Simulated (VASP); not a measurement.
# Bi3O (P4/nmm) in VASP: relaxation of cell and atoms with PBE

Aim: the relaxation of cell and atoms of Bi3O with PBE.

Program: VASP 6.6.1. These are calculated values, not measurements. Logs are shortened: lines on timing, memory, paths and dates and some standing lists are left out, and cuts for length are marked.

### 1 The cell of the first run

It takes space group P4/nmm (No. 129, tetragonal). Conventional cell: a = 5.828 Å, b = 5.828 Å, c = 6.595 Å, α = 90.00°, β = 90.00°, γ = 90.00°. Bi (site symmetry 4mm) has 1 Bi at 2.50 Å and 4 O at 3.07 Å within 3.3 Å. Bi (site symmetry -4m2) has 8 Bi at 2.92 to 3.73 Å and 2 O at 3.30 Å within 3.8 Å. Bi (site symmetry 4mm) has 5 Bi at 2.50 to 2.92 Å within 3.3 Å. Within 4.3 Å of O (site symmetry -4m2) lie 10 Bi at 3.07 to 4.27 Å and 4 O at 4.12 Å.

The cell was generated, and may not be a known phase.

### 2 Relaxation of cell and atoms, PBE

The input, INCAR:

```
SYSTEM = Bi3O
  ALGO = Normal
  EDIFF = 1E-7
  EDIFFG = -0.08
  ENCUT = 600
  GGA = PE
  GGA_COMPAT = .FALSE.
  IBRION = 2
  ISIF = 3
  ISMEAR = 0
  LASPH = .TRUE.
  LCHARG = .FALSE.
  LREAL = .FALSE.
  LWAVE = .FALSE.
  NELM = 120
  NELMIN = 4
  NSW = 36
  PREC = Accurate
  SIGMA = 0.2
```

The input, KPOINTS:

```
k-points
0
G
  3 3 3
  0 0 0
```

The input, POSCAR:

```
Bi3O
1.0
    5.8284591500      0.0000000000      0.0000000000
    0.0000000000      5.8284591500      0.0000000000
    0.0000000000      0.0000000000      6.5949339200
Bi O
6 2
Direct
    0.5000000000      0.0000000000      0.3534176500
    0.0000000000      0.5000000000      0.6465823500
    0.0000000000      0.0000000000      0.0000000000
    0.5000000000      0.5000000000      0.0000000000
    0.5000000000      0.0000000000      0.9739600800
    0.0000000000      0.5000000000      0.0260399200
    0.0000000000      0.0000000000      0.5000000000
    0.5000000000      0.5000000000      0.5000000000
```

Potentials or basis: VASP PAW PBE potentials, release 64 (Bi_d, O).

The run is started by

```sh
> cat potpaw_PBE.64/Bi_d/POTCAR potpaw_PBE.64/O/POTCAR > POTCAR
> mpirun -np 1 vasp_std > vasp.out
```

OUTCAR:

```text
SYSTEM = Bi3O
   EDIFF = 1E-7
   EDIFFG = -0.08
   ENCUT = 600
   GGA = PE
   IBRION = 2
   ISIF = 3
   ISMEAR = 0
   LASPH = .TRUE.
   LREAL = .FALSE.
   NELM = 120
   NELMIN = 4
   NSW = 36
   PREC = Accurate

 ion  position               nearest neighbor table
   1  0.500  0.000  0.353-   5 2.50   4 3.73   3 3.73   4 3.73   3 3.73
   2  0.000  0.500  0.647-   6 2.50   4 3.73   3 3.73   3 3.73   4 3.73
   3  0.000  0.000  0.000-   5 2.92   6 2.92   6 2.92   5 2.92   2 3.73   1 3.73   1 3.73   2 3.73

   4  0.500  0.500  0.000-   5 2.92   6 2.92   5 2.92   6 2.92   1 3.73   1 3.73   2 3.73   2 3.73

   5  0.500  0.000  0.974-   1 2.50   3 2.92   4 2.92   4 2.92   3 2.92
   6  0.000  0.500  0.026-   2 2.50   3 2.92   4 2.92   3 2.92   4 2.92
   7  0.000  0.000  0.500-
   8  0.500  0.500  0.500-

  LATTYP: Found a simple tetragonal cell.
 ALAT       =     5.8284591500
 C/A-ratio  =     1.1315055575

  Lattice vectors:

 A1 = (   5.8284591500,   0.0000000000,   0.0000000000)
 A2 = (   0.0000000000,   5.8284591500,   0.0000000000)
 A3 = (   0.0000000000,   0.0000000000,   6.5949339200)

Analysis of symmetry for initial positions (statically):
=====================================================================
 Subroutine PRICEL returns:
 Original cell was already a primitive cell.

 Routine SETGRP: Setting up the symmetry group for a
 simple tetragonal supercell.

 Subroutine GETGRP returns: Found 16 space group operations
 (whereof  8 operations were pure point group operations)
 out of a pool of 16 trial point group operations.

The static configuration has the point symmetry D_2d.
 The point group associated with its full space group is D_4h.

Analysis of symmetry for dynamics (positions and initial velocities):
=====================================================================
 Subroutine PRICEL returns:
 Original cell was already a primitive cell.

 Routine SETGRP: Setting up the symmetry group for a
 simple tetragonal supercell.

 Subroutine GETGRP returns: Found 16 space group operations
 (whereof  8 operations were pure point group operations)
 out of a pool of 16 trial point group operations.

The dynamic configuration has the point symmetry D_2d.
 The point group associated with its full space group is D_4h.

 Subroutine INISYM returns: Found 16 space group operations
 (whereof  8 operations are pure point group operations),
 and found     1 'primitive' translations

----------------------------------------------------------------------------------------

                                     Primitive cell
[... 101 lines left out ...]
   IALGO  =     38    algorithm
   IMIX   =      4    mixing-type and parameters
     AMIX     =   0.40;   BMIX     =  1.00
     AMIX_MAG =   1.60;   BMIX_MAG =  1.00
  volume/ion in A,a.u.               =      28.00       188.98
  Fermi-wavevector in a.u.,A,eV,Ry     =   1.259415  2.379949 21.580560  1.586126
  Thomas-Fermi vector in A             =   2.392976
   LORBIT       =      0    0 simple, 1 ext, 2 COOP (PROOUT), +10 PAW based schemes
   GGA     = PE    functional components
   LHFCALC =     F    Hartree Fock is set to
   AEXX    =    0.0000 exact exchange contribution
   IVDW    =     0    specifies the selected vdW correction
   LEPSILON=     F    determine dielectric tensor
   LRPA    =     F    only Hartree local field effects (RPA)
 conjugate gradient relaxation of ions
 non-spin polarized calculation
 Gauss-broadening in eV      SIGMA  =   0.20
  energy-cutoff  :      600.00
  volume of cell :      224.04
 maximum number of plane-waves:      7498
 NGX is ok and might be reduce to    48
   NGX = 23   NGY = 23   NGZ = 27

--------------------------------------- Ionic step        1  -------------------------------------------

 number of electron     101.9999967 magnetization

 Free energy of the ion-electron system (eV)
  ---------------------------------------------------
  ext. energy  EPLUGINS =         0.00000000
  ---------------------------------------------------
  free energy    TOTEN  =       -27.04228698 eV

  energy without entropy =      -26.99864943  energy(sigma->0) =      -27.02046821

------------------------ aborting loop because EDIFF is reached ----------------------------------------

  FORCE on cell =-STRESS in cart. coord.  units (eV):
  Direction    XX          YY          ZZ          XY          YZ          ZX
  --------------------------------------------------------------------------------------
  -------------------------------------------------------------------------------------
  Total       11.5573183     11.5573183     25.7180055      0.0000000      0.0000000      0.0000000
  in kB       82.6513012     82.6513012    183.9204008      0.0000000      0.0000000      0.0000000
  external PRESSURE =     116.4076677 kB  Pullay stress =       0.0000000 kB
[... 107 lines left out ...]
  FREE ENERGIE OF THE ION-ELECTRON SYSTEM (eV)
  ---------------------------------------------------
  free  energy   TOTEN  =       -30.1859086453 eV

  energy  without entropy=      -30.0940022709  energy(sigma->0) =      -30.13995546

 E-fermi :   4.8143     XC(G=0):  -9.1203

 val. band max:        4.7948889485   @ k =   0.3333   0.0000   0.3333
 cond. band min:       4.9558433804   @ k =   0.0000   0.0000   0.3333
 fundamental gap:      0.1609544320
 Fermi energy:         4.8143113921

 k-point     1 :       0.0000    0.0000    0.0000
  band No.  band energies     occupation
      1     -18.6296      2.00000
      2     -18.6227      2.00000
      3     -18.6058      2.00000
      4     -18.6008      2.00000
      5     -18.5689      2.00000
      6     -18.5685      2.00000
[... 373 lines left out ...]
     60       7.1418      0.00000
     61       8.2426      0.00000

[... ionic steps 4 to 13 ...]

--------------------------------------- Ionic step       14  -------------------------------------------

 number of electron     102.0000031 magnetization

------------------------ aborting loop because EDIFF is reached ----------------------------------------
[... 79 lines left out ...]
--------------------------------------- Ionic step       16  -------------------------------------------

 number of electron     102.0000024 magnetization

 Free energy of the ion-electron system (eV)
  ---------------------------------------------------
  ext. energy  EPLUGINS =         0.00000000
  ---------------------------------------------------
  free energy    TOTEN  =       -31.84816814 eV

  energy without entropy =      -31.79243058  energy(sigma->0) =      -31.82029936

 E-fermi :   6.2778     XC(G=0):  -9.8092

 val. band max:        6.0345700339   @ k =   0.3333   0.0000   0.3333
 cond. band min:       6.3666799654   @ k =   0.3333   0.3333   0.0000
 fundamental gap:      0.3321099315
 Fermi energy:         6.2777608966

 k-point     1 :       0.0000    0.0000    0.0000
  band No.  band energies     occupation
      1     -17.1785      2.00000
      2     -17.1775      2.00000
      3     -17.1459      2.00000
      4     -17.1281      2.00000
      5     -17.1190      2.00000
      6     -17.1112      2.00000
[... 408 lines left out ...]
  FREE ENERGIE OF THE ION-ELECTRON SYSTEM (eV)
  ---------------------------------------------------
  free  energy   TOTEN  =       -31.8481681367 eV

  energy  without entropy=      -31.7924305767  energy(sigma->0) =      -31.82029936

 reached required accuracy - stopping structural energy minimisation
```

Wall time 49 min (1 thread of Intel Xeon 8259CL, shared host); peak memory 0.4 GiB.

Results:

* Free energy: -31.8482 eV
* Relaxed volume: 27.70 Å³/atom
* Relaxed cell: a = 6.005 Å, b = 6.005 Å, c = 6.144 Å, α = 90.00°, β = 90.00°, γ = 90.00°
* Space group after relaxing (to 0.1 Å): P4/nmm (No. 129)
* Energy gained by relaxing: 600.7 meV/atom
* Ionic steps: 16
* Pressure after relaxing: 0.1 GPa
* Largest force after relaxing: 0.073 eV/Å
* Band gap on the k mesh: zero (bands 51 and 52 overlap by 2.27 eV)

Forces in eV/Å, atoms in the order of the input:
```
Bi   0.000  0.000  0.073
Bi   0.000  0.000 -0.073
Bi   0.000  0.000  0.000
Bi   0.000  0.000  0.000
Bi   0.000  0.000 -0.007
Bi   0.000  0.000  0.007
O    0.000  0.000  0.000
O    0.000  0.000  0.000
```

The path:
```
step  energy change (eV)  largest force (eV/Å)  pressure (GPa)  volume (Å³)
   1              0.0000                8.3175           11.64       224.04
   2             -1.8287                0.4218           -7.03       296.11
   3             -3.1436                0.8960           -2.59       256.61
   4             -3.1541                0.9829           -2.29       255.17
   5             -3.1594                1.1549           -1.73       252.68
   6             -3.6556                1.2507           -1.58       243.69
   7             -4.5465                1.1792            2.38       216.25
   8             -4.5538                1.3859            1.10       220.80
   9             -4.5640                1.2926            1.77       218.28
  10             -4.6850                0.3755            1.04       219.50
  11             -4.7052                0.2196            1.10       219.17
  12             -4.7896                0.2482           -0.45       223.86
  13             -4.7903                0.2526           -0.59       224.37
  14             -4.8019                0.1844           -0.07       222.16
  15             -4.8032                0.1532            0.18       221.16
  16             -4.8059                0.0730            0.07       221.56
```

Final structure:
```
Bi O
1.0
     6.00539    0.00000    0.00000
     0.00000    6.00539    0.00000
     0.00000    0.00000    6.14353
Bi O
6 2
Direct
  0.50000 0.00000 0.43462
  0.00000 0.50000 0.56538
  0.00000 0.00000 0.00000
  0.50000 0.50000 0.00000
  0.50000 0.00000 0.92067
  0.00000 0.50000 0.07933
  0.00000 0.00000 0.50000
  0.50000 0.50000 0.50000
```

Levels at points of the mesh, in eV from the Fermi level:
```tsv
k point	band 46	band 47	band 48	band 49	band 50	band 51	band 52	band 53	band 54	band 55
(0.00, 0.00, 0.00)	-2.87	-2.68	-1.78	-1.78	-1.75	1.66	1.66	1.70	1.73	1.73
```

Caveat: spin-orbit coupling is left out, which moves the levels of the heavy elements; the relaxation stopped at a loose force limit of 0.08 eV/Å, so its end isn't a converged minimum.

The gap in the log of VASP goes by the Fermi energy; the results here count the filled bands.